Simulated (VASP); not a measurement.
Input of a VASP 6.6.1 run:

Contents of INCAR:

```
SYSTEM = Sb
PREC     = Accurate       ! precision mode
ENCUT    = 500            ! plane-wave cutoff, eV
EDIFF    = 1E-6           ! SCF threshold, eV
ISMEAR   = -1             ! smearing method
SIGMA    = 0.1            ! smearing width, eV
LREAL    = .FALSE.        ! projectors in reciprocal space
LASPH    = .TRUE.         ! aspherical terms in the spheres
NELM     = 120            ! most SCF steps
ALGO     = Normal         ! electronic algorithm
ISIF     = 2              ! what is computed and relaxed
LWAVE    = .FALSE.        ! write WAVECAR
LCHARG   = .TRUE.         ! write CHGCAR
GGA      = PS             ! functional
LELF     = .TRUE.         ! ELF
LVHAR    = .TRUE.       
NBANDS   = 12             ! bands
GGA_COMPAT= .FALSE.
```

KPOINTS

```
regular mesh
0
G
  10 10 10
  0 0 0
```

Contents of POSCAR:

```
Sb
1.0
    0.0000000000      3.3760385711      3.3760385711
    3.3760385711      0.0000000000      3.3760385711
    3.3760385711      3.3760385711      0.0000000000
Sb
2
Direct
   -0.1250000000     -0.1250000000     -0.1250000000
    0.1250000000      0.1250000000      0.1250000000
```

Potentials or basis: VASP PAW PBE potentials, release 64 (Sb).

Command:

```console
$ cat potpaw_PBE.64/Sb/POTCAR > POTCAR
$ mpirun -np 1 vasp_std > vasp.out
```

**Question.** What does it give for the pressure?

**Answer.** 2.2 GPa.

**Question.** What does it give for the band gap on the k mesh?

**Answer.** Zero (bands 5 and 6 overlap by 1.31 eV).

Caveat: the PAW data sets were made with another functional, which shifts forces and pressure a little; spin-orbit coupling is left out, which moves the levels of the heavy elements.
